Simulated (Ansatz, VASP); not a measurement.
**W: VASP beside Ansatz**

INCAR

```
  PREC = Accurate
  ENCUT = 500
  EDIFF = 1E-6
  ISMEAR = 0
  SIGMA = 0.15
  LREAL = False
  LASPH = True
  NELM = 120
  ALGO = Normal
  ISIF = 2
  LWAVE = False
  LCHARG = True
  GGA = PS
  LELF = True
  LVHAR = True
  NBANDS = 13
  GGA_COMPAT = False
```

KPOINTS

```
regular mesh
0
Gamma
  20 20 20
```

The input POSCAR:

```
W
1.0
    0.0000000000      1.9991269217      2.2989959600
    1.9991269217      0.0000000000      2.2989959600
    1.9991269217      1.9991269217      0.0000000000
W
1
Direct
    0.0000000000      0.0000000000      0.0000000000
```

Input for Ansatz:

```yaml
crystal:
  lattice:
    - [0.0, 1.9991269217, 2.29899596]
    - [1.9991269217, 0.0, 2.29899596]
    - [1.9991269217, 1.9991269217, 0.0]
  atoms:
    - { symbol: W, position: [0.0, 0.0, 0.0] }
basis:
  ecutwfc: 420
kpoints:
  mp_grid: { grid: [20, 20, 20] }
hamiltonian:
  xc: pbesol
  pseudopotentials: { kind: paw, azcp: { folder: soft_1 } }
scf:
  occupations: { method: gaussian, width: 0.15 }
output:
  forces: true
  stress: true
  eigenvalues: true
```

Change from the starting cell: engineering shear strain xz +0.0000, normal strain along z +0.1500.

Alike in both runs: task single point; functional PBEsol; k mesh 20 × 20 × 20; occupations gaussian, width 0.15 eV; no spin polarisation.

|  | VASP | Ansatz |
| --- | --- | --- |
| version | VASP 6.6.1 | Ansatz 0.2.0 |
| potentials or method | VASP PAW PBE potentials, release 64 (W_sv), cutoff 500 eV | scalar-relativistic, plane waves, PAW |
| valence electrons in the cell | 14 | 14 |

```csv
,VASP,Ansatz,Ansatz less VASP
gap on the k mesh at the Fermi level (eV),none,none,-
pressure (GPa),-31.5,-31.7,-0.16
"traceless stress, the component that is largest in VASP (GPa)",5.12,5.15,+0.035
```

VASP's potentials were made for PBE, not for PBEsol, and Ansatz warns of the same on its side. A gap of «none» marks a metal or a gap that the smearing closes. Both programs put the cell under strong tension, so it lies far from rest at this level. The functional is the same, so the differences come from potentials, cutoffs and numerics.

Neither program's run includes spin-orbit coupling. Noted on VASP's run: the cell as given lies far from equilibrium.
